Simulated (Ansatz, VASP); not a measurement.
# One calculation of Se, two programs

```
Se
1.0
     4.45183    0.00000    0.00000
    -2.22592    3.85540    0.00000
     0.00000    0.00000    5.05075
Se
3
Cartesian
  1.0034 0.0000 1.6836
  -0.5017 0.8690 3.3672
  1.7242 2.9864 0.0000
```

Change from the starting cell: volume scaled by 1.06, crystal datasets.

Alike in both runs: task electric field gradients; functional PBE; k mesh 6 × 6 × 5; occupations fermi-dirac, width 0.03 eV; no spin polarisation.

|  | VASP | Ansatz |
| --- | --- | --- |
| version | VASP 6.6.1 | Ansatz 0.2.0 |
| potentials or method | VASP PAW PBE potentials, release 64 (Se), cutoff 520 eV | all-electron PAW with datasets made for the crystal, scalar-relativistic |

Ansatz gave:

```
gap on the k mesh at the Fermi level (eV)            : 1.34
pressure (GPa)                                       : -0.4
rms of the force components (eV/Å)                   : 0.098
size of Vzz on the site where it differs most (V/Å²) : 539.0
```

**Question.** Which values does VASP return?

**Answer.** gap on the k mesh at the Fermi level (eV): 1.33; pressure (GPa): -0.3; rms of the force components (eV/Å): 0.082; size of Vzz on the site where it differs most (V/Å²): 518.2.

Atom by atom the forces differ by 0.016 eV/Å (rms over components). Ansatz ran all-electron here, and VASP with PAW potentials.
